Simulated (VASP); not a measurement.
# RuF2 (Fd-3m) in VASP: a series of runs, part 2 of 2

VASP 6.6.1. The steps go on from the part before.

### 4 Single point, PBE, collinear spin, ferromagnetic start

INCAR reads:

```
SYSTEM = RuF2
  PREC = Accurate
  ENCUT = 520
  EDIFF = 1E-6
  ISMEAR = 0
  SIGMA = 0.1
  LREAL = .False.
  LASPH = .True.
  NELM = 150
  ALGO = Normal
  ISIF = 2
  LWAVE = .False.
  LCHARG = .False.
  ISPIN = 2
  MAGMOM = 2.99 2.99 0 0 0 0
  LORBIT = 11
  LMAXMIX = 4
  GGA = PE
  NBANDS = 41
```

KPOINTS reads:

```
Automatic mesh
0
Gamma
  10 10 10
  0 0 0
```

POSCAR reads:

```
RuF2
1.0
    0.0000000000      3.2493834445      3.2493834445
    3.2493834445      0.0000000000      3.2493834445
    3.2493834445      3.2493834445      0.0000000000
Ru F
2 4
Direct
    0.0000000000      0.0000000000      0.0000000000
    0.2500000000      0.2500000000      0.2500000000
    0.6250000000      0.6250000000      0.6250000000
    0.1250000000      0.6250000000      0.6250000000
    0.6250000000      0.6250000000      0.1250000000
    0.6250000000      0.1250000000      0.6250000000
```

Potentials or basis: VASP PAW PBE potentials, release 64 (Ru_pv, F).

Launch:

```sh
> cat potpaw_PBE.64/Ru_pv/POTCAR potpaw_PBE.64/F/POTCAR > POTCAR
> mpirun -np 1 vasp_std > vasp.out
```

OUTCAR:

```text
SYSTEM = RuF2
   PREC = Accurate
   ENCUT = 520
   EDIFF = 1E-6
   ISMEAR = 0
   LREAL = .False.
   LASPH = .True.
   NELM = 150
   ISIF = 2
   ISPIN = 2
   LORBIT = 11
   GGA = PE

 ion  position               nearest neighbor table
   1  0.000  0.000  0.000-   2 2.81   2 2.81   2 2.81   2 2.81
   2  0.250  0.250  0.250-   1 2.81   1 2.81   1 2.81   1 2.81
   3  0.625  0.625  0.625-
   4  0.125  0.625  0.625-
   5  0.625  0.625  0.125-
   6  0.625  0.125  0.625-

  LATTYP: Found a face centered cubic cell.
 ALAT       =     6.4987668890

  Lattice vectors:

 A1 = (   0.0000000000,   3.2493834445,   3.2493834445)
 A2 = (   3.2493834445,   0.0000000000,   3.2493834445)
 A3 = (   3.2493834445,   3.2493834445,   0.0000000000)

Analysis of symmetry for initial positions (statically):
=====================================================================
 Subroutine PRICEL returns:
 Original cell was already a primitive cell.

 Routine SETGRP: Setting up the symmetry group for a
 face centered cubic supercell.

 Subroutine GETGRP returns: Found 48 space group operations
 (whereof 24 operations were pure point group operations)
 out of a pool of 48 trial point group operations.

The static configuration has the point symmetry T_d .
 The point group associated with its full space group is O_h .

Analysis of symmetry for dynamics (positions and initial velocities):
=====================================================================
 Subroutine PRICEL returns:
 Original cell was already a primitive cell.

 Routine SETGRP: Setting up the symmetry group for a
 face centered cubic supercell.

 Subroutine GETGRP returns: Found 48 space group operations
 (whereof 24 operations were pure point group operations)
 out of a pool of 48 trial point group operations.

The dynamic configuration has the point symmetry T_d .
 The point group associated with its full space group is O_h .

Analysis of structural, dynamic, and magnetic symmetry:
=====================================================================
 Subroutine PRICEL returns:
 Original cell was already a primitive cell.

 Routine SETGRP: Setting up the symmetry group for a
 face centered cubic supercell.

 Subroutine GETGRP returns: Found 48 space group operations
 (whereof 24 operations were pure point group operations)
 out of a pool of 48 trial point group operations.

The overall configuration has the point symmetry T_d .
 The point group associated with its full space group is O_h .

 Subroutine INISYM returns: Found 48 space group operations
 (whereof 24 operations are pure point group operations),
 and found     1 'primitive' translations

----------------------------------------------------------------------------------------

                                     Primitive cell

  volume of cell :      68.6172

  direct lattice vectors                    reciprocal lattice vectors
     0.000000000  3.249383444  3.249383444    -0.153875345  0.153875345  0.153875345
     3.249383444  0.000000000  3.249383444     0.153875345 -0.153875345  0.153875345
     3.249383444  3.249383444  0.000000000     0.153875345  0.153875345 -0.153875345

  length of vectors
[... 94 lines left out ...]
   IBRION =     -1    ionic relax: 0-MD 1-quasi-New 2-CG
   NFREE  =      0    steps in history (QN), initial steepest desc. (CG)
   ISIF   =      2    stress and relaxation
   ISYM   =      2    0-nonsym 1-usesym 2-fastsym
   POTIM  = 0.5000    time-step for ionic-motion
   TEBEG  =    0.0;   TEEND  =   0.0 temperature during run
   PSTRESS=    0.0 pullay stress
   NELECT =      56.0000    total number of electrons
   NUPDOWN=      -1.0000    fix difference up-down
   EMIN   =  10.00;   EMAX   =-10.00  energy-range for DOS
   EFERMI =   0.00;   METHOD = LEGACY
   ISMEAR =     0;   SIGMA  =   0.10  broadening in eV -4-tet -1-fermi 0-gaus
   EFERMI_NEDOS =   21; number of points for ismear=-14 and -15
   IALGO  =     38    algorithm
   IMIX   =      4    mixing-type and parameters
     AMIX     =   0.40;   BMIX     =  1.00
     AMIX_MAG =   1.60;   BMIX_MAG =  1.00
  volume/ion in A,a.u.               =      11.44        77.18
  Fermi-wavevector in a.u.,A,eV,Ry     =   1.529889  2.891071 31.845250  2.340560
  Thomas-Fermi vector in A             =   2.637448
   LORBIT       =     11    0 simple, 1 ext, 2 COOP (PROOUT), +10 PAW based schemes
   GGA     = PE    functional components
   LHFCALC =     F    Hartree Fock is set to
   AEXX    =    0.0000 exact exchange contribution
   IVDW    =     0    specifies the selected vdW correction
   LEPSILON=     F    determine dielectric tensor
   LRPA    =     F    only Hartree local field effects (RPA)
 spin polarized calculation
 Gauss-broadening in eV      SIGMA  =   0.10
  energy-cutoff  :      520.00
  volume of cell :       68.62
 maximum number of plane-waves:      1868
 NGX is ok and might be reduce to    36
   NGX = 17   NGY = 17   NGZ = 17

 number of electron      55.9999972 magnetization       6.4266000

 Free energy of the ion-electron system (eV)
  ---------------------------------------------------
  ext. energy  EPLUGINS =         0.00000000
  ---------------------------------------------------
  free energy    TOTEN  =       -24.21837090 eV

  energy without entropy =      -24.16665289  energy(sigma->0) =      -24.19251189

 E-fermi :   4.4781     XC(G=0): -11.8001

 val. band max:        4.4778180555   @ k =   0.5000   0.4000   0.0000
 cond. band min:       4.4782481137   @ k =   0.5000   0.3000   0.0000
 fundamental gap:      0.0004300582
 Fermi energy:         4.4780837676

 spin component 1

 k-point     1 :       0.0000    0.0000    0.0000
  band No.  band energies     occupation
      1     -39.1757      1.00000
      2     -39.1757      1.00000
      3     -39.1757      1.00000
      4     -39.0021      1.00000
      5     -39.0021      1.00000
      6     -39.0021      1.00000
[... 1021 lines left out ...]
     39      17.6808      0.00000
     40      18.4856      0.00000

 [... further k-points ...]

 spin component 2

 k-point     1 :       0.0000    0.0000    0.0000
  band No.  band energies     occupation
      1     -37.0048      1.00000
      2     -37.0048      1.00000
      3     -37.0048      1.00000
      4     -36.8197      1.00000
      5     -36.8197      1.00000
      6     -36.8196      1.00000
[... 1021 lines left out ...]
     39      18.6519      0.00000
     40      19.4965      0.00000

 [... further k-points ...]

 [bands above 40 left out]

------------------------ aborting loop because EDIFF is reached ----------------------------------------

  FORCE on cell =-STRESS in cart. coord.  units (eV):
  Direction    XX          YY          ZZ          XY          YZ          ZX
  --------------------------------------------------------------------------------------
  -------------------------------------------------------------------------------------
  Total       -0.2648130     -0.2648130     -0.2648130      0.0000000     -0.0000000      0.0000000
  in kB       -6.1832524     -6.1832524     -6.1832524      0.0000000     -0.0000000      0.0000000
  external PRESSURE =      -6.1832524 kB  Pullay stress =       0.0000000 kB

 VOLUME and BASIS-vectors are now :
 -----------------------------------------------------------------------------
  energy-cutoff  :      520.00
  volume of cell :       68.62
      direct lattice vectors                 reciprocal lattice vectors
     0.000000000  3.249383444  3.249383444    -0.153875345  0.153875345  0.153875345
     3.249383444  0.000000000  3.249383444     0.153875345 -0.153875345  0.153875345
     3.249383444  3.249383444  0.000000000     0.153875345  0.153875345 -0.153875345

 POSITION                                       TOTAL-FORCE (eV/Angst)
 -----------------------------------------------------------------------------------
      0.00000      0.00000      0.00000         0.000000      0.000000      0.000000
      1.62469      1.62469      1.62469        -0.000000     -0.000000     -0.000000
      4.06173      4.06173      4.06173        -0.000000     -0.000000      0.000000
      4.06173      2.43704      2.43704        -0.000000     -0.000000      0.000000
      2.43704      2.43704      4.06173         0.000000     -0.000000      0.000000
      2.43704      4.06173      2.43704         0.000000     -0.000000      0.000000
 -----------------------------------------------------------------------------------
    total drift:                                0.000000     -0.000000      0.000000

  FREE ENERGIE OF THE ION-ELECTRON SYSTEM (eV)
  ---------------------------------------------------
  free  energy   TOTEN  =       -24.2183708978 eV

  energy  without entropy=      -24.1666528912  energy(sigma->0) =      -24.19251189

 total charge

# of ion       s       p       d       tot
------------------------------------------
    1        0.174   6.073   5.756  12.002
    2        0.174   6.073   5.756  12.002
    3        1.758   4.227   0.000   5.985
    4        1.758   4.227   0.000   5.985
    5        1.758   4.227   0.000   5.985
    6        1.758   4.227   0.000   5.985
--------------------------------------------------
tot          7.379  29.054  11.511  47.944

 magnetization (x)

# of ion       s       p       d       tot
------------------------------------------
    1        0.023   0.010   2.723   2.756
    2        0.023   0.010   2.723   2.756
    3        0.004   0.141   0.000   0.145
    4        0.004   0.141   0.000   0.145
    5        0.004   0.141   0.000   0.145
    6        0.004   0.141   0.000   0.145
--------------------------------------------------
tot          0.060   0.586   5.446   6.091
```

Run time: 10 min. Hardware: 1 thread of Intel Xeon 8259CL, shared host; peak memory 0.36 GiB.

Results:

* Free energy: -24.2184 eV
* Pressure: -0.6 GPa
* Net moment: 6.43 μB per cell
* Site moments: Ru +2.76; F +0.14 μB
* Valence electrons inside the program's atomic spheres: Ru 12.00; F 5.99

### 5 Summary

```tsv
cell	k mesh	gap on the mesh (eV)	pressure (GPa)	moment (μB)
a = 4.595 Å, angles 60.0°, 6 atoms	6 × 6 × 6	none	-0.2	6.04
a = 4.603 Å, angles 60.0°, 6 atoms	6 × 6 × 6	none	-1.1	6.44
a = 4.595 Å, angles 60.0°, 6 atoms	10 × 10 × 10	none	-0.6	6.43
```

Alike in all rows: task single point; level PBE; potentials or basis VASP PAW PBE potentials, release 64 (Ru_pv, F); spin collinear, ferromagnetic start; cutoff (eV) 520; smearing gaussian 0.1 eV.

Total energies depend on the potentials used, so only differences within one code and one set of settings carry meaning.
